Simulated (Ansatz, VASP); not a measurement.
Zr3Ag in VASP and in Ansatz

Contents of INCAR:

```
SYSTEM = Zr3Ag
PREC = Accurate ; ENCUT = 520
EDIFF = 1E-8 ; ISMEAR = -1
SIGMA = 0.05 ; LREAL = .FALSE.
LASPH = .TRUE. ; NELM = 80
ALGO = Normal ; ISIF = 2
LWAVE = .FALSE. ; LCHARG = .FALSE.
LEFG = .TRUE. ; NBANDS = 32
```

The input KPOINTS:

```
Automatic mesh
0
G
  7 7 8
  0 0 0
```

File POSCAR:

```
Zr3Ag
1.0
    4.5042897326      0.0000000000      0.0000000000
    0.0000000000      4.5042897326      0.0000000000
    0.0000000000      0.0000000000      3.9321285313
Zr Ag
3 1
Direct
    0.5000000000      0.5000000000      0.0000000000
    0.0000000000      0.5000000000      0.5000000000
    0.5000000000      0.0000000000      0.5000000000
    0.0000000000      0.0000000000      0.0000000000
```

Input for Ansatz:

```yaml
crystal:
  lattice:
    - [4.5042897326, 0.0, 0.0]
    - [0.0, 4.5042897326, 0.0]
    - [0.0, 0.0, 3.9321285313]
  atoms:
    - { symbol: Zr, position: [0.5, 0.5, 0.0] }
    - { symbol: Zr, position: [0.0, 0.5, 0.5] }
    - { symbol: Zr, position: [0.5, 0.0, 0.5] }
    - { symbol: Ag, position: [0.0, 0.0, 0.0] }
kpoints:
  mp_grid: { grid: [7, 7, 8] }
scf:
  occupations: { method: fermi_dirac, width: 0.05 }
hamiltonian:
  xc: lda
  pseudopotentials: { kind: paw }
output:
  forces: true
  stress: true
  eigenvalues: true
  efg: { contact_densities: true }
```

Change from the starting cell: volume scaled by 0.96, PAW files.

Alike in both runs: task electric field gradients; functional LDA; k mesh 7 × 7 × 8; occupations fermi-dirac, width 0.05 eV; no spin polarisation.

```csv
,VASP,Ansatz
version,VASP 6.6.1,Ansatz 0.2.0
potentials or method,"VASP PAW LDA potentials, release 64 (Zr_sv, Ag)","PAW with Ansatz's default frozen-core files, scalar-relativistic"
plane-wave cutoff (eV),520,420
valence electrons in the cell,47,55
```

```tsv
	VASP	Ansatz	Ansatz less VASP
pressure (GPa)	-0.6	-0.8	-0.15
traceless stress, the component that is largest in VASP (GPa)	1.65	1.67	+0.021
size of Vzz on the site where it differs most (V/Å²)	52.2	45.7	-6.44
```

LDA's correlation is that of Perdew and Zunger in VASP and of Perdew and Wang (1992) in Ansatz. VASP's potentials hold 47 valence electrons a cell and Ansatz's 55, so a difference there can come from the potentials and not from the codes.
